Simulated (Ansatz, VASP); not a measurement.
## Two plane-wave programs on Ru

File INCAR:

```
SYSTEM = Ru
PREC = Accurate
ENCUT = 600
EDIFF = 1E-6
ISMEAR = -1
SIGMA = 0.1
LREAL = .FALSE.
LASPH = .TRUE.
NELM = 100
ALGO = Normal
ISIF = 3
LWAVE = .FALSE.
LCHARG = .FALSE.
GGA = CA
IBRION = 2
NSW = 80
EDIFFG = -0.01
```

The input KPOINTS:

```
Automatic mesh
0
G
  14 14 14
  0 0 0
```

File POSCAR:

```
Ru
1.0
    0.0000000000      1.8924348942      1.8924348942
    1.8924348942      0.0000000000      1.8924348942
    1.8924348942      1.8924348942      0.0000000000
Ru
1
Direct
    0.0000000000      0.0000000000      0.0000000000
```

Input for Ansatz:

```yaml
crystal:
  lattice:
    - [0.0, 1.8924348942, 1.8924348942]
    - [1.8924348942, 0.0, 1.8924348942]
    - [1.8924348942, 1.8924348942, 0.0]
  atoms:
    - { symbol: Ru, position: [0.0, 0.0, 0.0] }
hamiltonian:
  xc: lda
  pseudopotentials:
    kind: paw
    azcp:
      Ru: "pseudopotentials/Ru.paw.azcp"
basis:
  ecutwfc: 420
  fft_grid_basis: typed
kpoints:
  mp_grid: { grid: [14, 14, 14], shift: [0, 0, 0] }
magnetization:
  spin_polarized: false
scf:
  occupations: { method: fermi_dirac, width: 0.1 }
relax:
  max_steps: 60
  f_tol: 0.01
  cell: {}
```

Alike in both runs: task relaxation of cell and atoms; functional LDA; k mesh 14 × 14 × 14; occupations fermi-dirac, width 0.1 eV; no spin polarisation.

|  | VASP | Ansatz |
| --- | --- | --- |
| version | VASP 6.6.1 | Ansatz 0.2.0 |
| potentials or method | VASP PAW LDA potentials, release 64 (Ru_pv), cutoff 600 eV | plane waves (420 eV) with PAW, scalar-relativistic |
| valence electrons in the cell | 14 | 16 |

VASP gave:

| Item | Value |
| --- | --- |
| relaxed volume (Å³/atom) | 13.19 |
| relaxed cell length with the largest relative difference (Å) | 2.652 |

Task: Estimate Ansatz's values.

Result: Relaxed volume (Å³/atom): 13.16; relaxed cell length with the largest relative difference (Å): 2.650.

Ansatz warns that its potentials were made for another functional, while VASP's fit it. LDA's correlation is that of Perdew and Zunger in VASP and of Perdew and Wang (1992) in Ansatz. VASP's potentials hold 14 valence electrons a cell and Ansatz's 16, so a difference there can come from the potentials and not from the codes.
